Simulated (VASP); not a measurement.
# ZnF2 (P4_2/mnm) in VASP: settings compared, part 2 of 2

VASP 6.6.1. The steps go on from the part before.

## 5. Single point, PBEsol

This run uses another cell than the first one, of 11.61 Å³/atom.

The input, INCAR:

```
SYSTEM = ZnF2
PREC = Accurate
ENCUT = 600
EDIFF = 1E-6
ISMEAR = -1
SIGMA = 0.02
LREAL = .FALSE.
LASPH = .TRUE.
NELM = 120
ALGO = Normal
ISIF = 2
LWAVE = .FALSE.
LCHARG = .FALSE.
GGA = PS
NBANDS = 35
GGA_COMPAT = .FALSE.
```

The input, KPOINTS:

```
Automatic mesh
0
G
  6 6 8
  0 0 0
```

The input, POSCAR:

```
ZnF2
1.0
    4.7198486470      0.0000000000      0.0000000000
    0.0000000000      4.7198486470      0.0000000000
    0.0000000000      0.0000000000      3.1263844100
Zn F
2 4
Direct
    0.0000000000      0.0000000000      0.0000000000
    0.5000000000      0.5000000000      0.5000000000
    0.3038430389      0.3038430389      0.0000000000
    0.1961569611      0.8038430389      0.5000000000
    0.8038430389      0.1961569611      0.5000000000
    0.6961569611      0.6961569611      0.0000000000
```

Potentials or basis: VASP PAW PBE potentials, release 64 (Zn, F).

Run with:

```bash
$ cat potpaw_PBE.64/Zn/POTCAR potpaw_PBE.64/F/POTCAR > POTCAR
$ mpirun -np 1 vasp_std > vasp.out
```

Run time: 2.6 min. Hardware: 1 thread of Intel Xeon Platinum 8559C (Emerald Rapids), shared host; peak memory 0.25 GiB.

It converged, with:

```
Free energy            : -24.7193 eV
Pressure               : 0.5 GPa
Largest force          : 0.015 eV/Å
Band gap on the k mesh : 3.37 eV
```

Forces on the atoms (eV/Å):
```
Zn   0.000  0.000  0.000
Zn   0.000  0.000  0.000
F   -0.011 -0.011  0.000
F    0.011 -0.011  0.000
F   -0.011  0.011  0.000
F    0.011  0.011  0.000
```

Stress tensor (GPa, compression positive):
```
0.38 0.00 0.00
0.00 0.38 0.00
0.00 0.00 0.78
```

Levels at points of the mesh, in eV from the valence-band top:
| k point | band 22 | band 23 | band 24 | band 25 | band 26 | band 27 | band 28 | band 29 | band 30 | band 31 |
| --- | --- | --- | --- | --- | --- | --- | --- | --- | --- | --- |
| (0.00, 0.00, 0.00) | -1.52 | -1.15 | -0.30 | -0.30 | 0.00 | 3.37 | 9.24 | 9.48 | 9.48 | 13.29 |
| (0.50, 0.00, 0.00) | -1.57 | -0.63 | -0.63 | -0.39 | -0.39 | 5.98 | 5.98 | 10.42 | 10.42 | 12.78 |
| (0.50, 0.50, 0.00) | -1.57 | -1.23 | -1.23 | -0.32 | -0.32 | 6.92 | 6.92 | 9.04 | 9.04 | 14.30 |
| (0.00, 0.00, 0.50) | -1.34 | -1.31 | -1.31 | -1.20 | -1.20 | 8.18 | 8.18 | 11.75 | 11.75 | 13.04 |
| (0.50, 0.00, 0.50) | -1.77 | -1.30 | -1.30 | -0.04 | -0.04 | 8.69 | 8.69 | 10.18 | 10.18 | 13.77 |
| (0.50, 0.50, 0.50) | -1.45 | -1.20 | -1.20 | -0.81 | -0.81 | 7.99 | 7.99 | 11.33 | 11.33 | 12.14 |

Caveat: the structure was generated, so it needn't be the stable form of ZnF2; the PAW data sets were made with another functional, which shifts forces and pressure a little. A k mesh can miss the band edges.

## 6. Single point, PBE

This run uses another cell than the first one, of 12.20 Å³/atom.

The input, INCAR:

```
ALGO = Normal
EDIFF = 1E-6
ENCUT = 600
GGA = PE
GGA_COMPAT = False
ISIF = 2
ISMEAR = -1
LASPH = True
LCHARG = False
LREAL = False
LWAVE = False
NBANDS = 35
NELM = 120
PREC = Accurate
SIGMA = 0.02
```

The input, KPOINTS:

```
k-points
0
Gamma
  6 6 8
```

The input, POSCAR:

```
ZnF2
1.0
    4.8006864224      0.0000000000      0.0000000000
    0.0000000000      4.8006864224      0.0000000000
    0.0000000000      0.0000000000      3.1754779586
Zn F
2 4
Direct
    0.0000000000      0.0000000000      0.0000000000
    0.5000000000      0.5000000000      0.5000000000
    0.3043954842      0.3043954842      0.0000000000
    0.1956045158      0.8043954842      0.5000000000
    0.8043954842      0.1956045158      0.5000000000
    0.6956045158      0.6956045158      0.0000000000
```

Potentials or basis: VASP PAW PBE potentials, release 64 (Zn, F).

Run with:

```bash
$ cat potpaw_PBE.64/Zn/POTCAR potpaw_PBE.64/F/POTCAR > POTCAR
$ mpirun -np 1 vasp_std > vasp.out
```

It took 2.6 min on 1 thread of Intel Xeon Platinum 8559C (Emerald Rapids), shared host; peak memory 0.26 GiB.

The run converged. Its results:

- Free energy: -23.2526 eV
- Pressure: 0.3 GPa
- Largest force: 0.014 eV/Å
- Band gap on the k mesh: 3.46 eV

Forces on the atoms (eV/Å):
```
Zn   0.000  0.000  0.000
Zn   0.000  0.000  0.000
F   -0.010 -0.010  0.000
F    0.010 -0.010  0.000
F   -0.010  0.010  0.000
F    0.010  0.010  0.000
```

Stress tensor (GPa, compression positive):
```
0.21 0.00 0.00
0.00 0.21 0.00
0.00 0.00 0.48
```

Levels at points of the mesh, in eV from the valence-band top:
```csv
k point,band 22,band 23,band 24,band 25,band 26,band 27,band 28,band 29,band 30,band 31
"(0.00, 0.00, 0.00)",-1.23,-0.89,-0.23,-0.23,0.00,3.46,9.03,9.67,9.67,13.40
"(0.50, 0.00, 0.00)",-1.31,-0.55,-0.55,-0.30,-0.30,5.97,5.97,10.54,10.54,12.73
"(0.50, 0.50, 0.00)",-1.53,-1.03,-1.03,-0.25,-0.25,6.80,6.80,9.17,9.17,14.24
"(0.00, 0.00, 0.50)",-1.23,-1.14,-1.14,-1.09,-1.09,8.06,8.06,11.75,11.75,13.11
"(0.50, 0.00, 0.50)",-1.45,-1.11,-1.11,0.00,0.00,8.50,8.50,10.29,10.29,13.74
"(0.50, 0.50, 0.50)",-1.20,-1.09,-1.09,-0.74,-0.74,7.89,7.89,11.48,11.48,12.13
```

Caveat: the structure was generated, so it needn't be the stable form of ZnF2. A k mesh can miss the band edges.

## 7. Overview

```csv
level,potentials or basis,cell,smearing,gap on the mesh (eV),pressure (GPa),largest force (eV/Å)
LDA,"VASP PAW LDA potentials, release 64 (Zn, F)","a = 4.631, b = 4.631, c = 3.088 Å, 6 atoms, atomic positions A",fermi-dirac 0.02 eV,3.40,0.6,0.01
PBE,"VASP PAW PBE potentials, release 64 (Zn, F)","a = 4.703, b = 4.703, c = 3.127 Å, 6 atoms, atomic positions B",fermi-dirac 0.02 eV,3.51,7.0,0.04
LDA,"VASP PAW LDA potentials, release 64 (Zn, F)","a = 4.703, b = 4.703, c = 3.127 Å, 6 atoms, atomic positions B",gaussian 0.01 eV,3.33,-4.7,0.06
PBEsol,"VASP PAW PBE potentials, release 64 (Zn, F)","a = 4.720, b = 4.720, c = 3.126 Å, 6 atoms, atomic positions C",fermi-dirac 0.02 eV,3.37,0.5,0.02
PBE,"VASP PAW PBE potentials, release 64 (Zn, F)","a = 4.801, b = 4.801, c = 3.175 Å, 6 atoms, atomic positions D",fermi-dirac 0.02 eV,3.46,0.3,0.01
```

Alike in all rows: task single point; no spin polarisation; k mesh 6 × 6 × 8; cutoff (eV) 600.

Caveats: the structure was generated, so it needn't be the stable form of ZnF2; the cell stands under pressure (at least some runs); the cell stands under tension (at least some runs); the PAW data sets were made with another functional, which shifts forces and pressure a little (at least some runs).

Total energies depend on the potentials used, so only differences within one code and one set of settings carry meaning.
